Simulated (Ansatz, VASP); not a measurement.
# SnO2 in VASP and in Ansatz

```
Sn O
1.0
    -2.01947    2.01947    5.17373
     2.01947   -2.01947    5.17373
     2.01947    2.01947   -5.17373
Sn O
2 4
Direct
  0.75000 0.25000 0.50000
  0.00000 0.00000 0.00000
  0.79656 0.79656 0.00000
  0.95344 0.45344 0.50000
  0.20344 0.20344 0.00000
  0.54656 0.04656 0.50000
```

Alike in both runs: functional BLYP; dispersion D3(BJ); k mesh 6 × 6 × 6; no spin polarisation.

Ansatz relaxed the structure, and its values are those at the end. VASP's run is a single point on that final structure, the one shown.

```csv
,VASP,Ansatz
version,VASP 6.6.1,Ansatz 0.2.0
potentials or method,"VASP PAW PBE potentials, release 64 (Sn_d, O), cutoff 520 eV","plane waves, PAW"
occupations,"methfessel-paxton of order 1, width 0.02 eV","cold, width 0.02 eV"
valence electrons in the cell,52,52
```

Ansatz gave:

| Quantity | Value |
| --- | --- |
| pressure (GPa) | 0.0 |
| rms of the force components (eV/Å) | 0.002 |

Problem. Estimate VASP's values.

Solution. Pressure (GPa): 0.8; rms of the force components (eV/Å): 0.018.

VASP's potentials were made for PBE, not for BLYP.
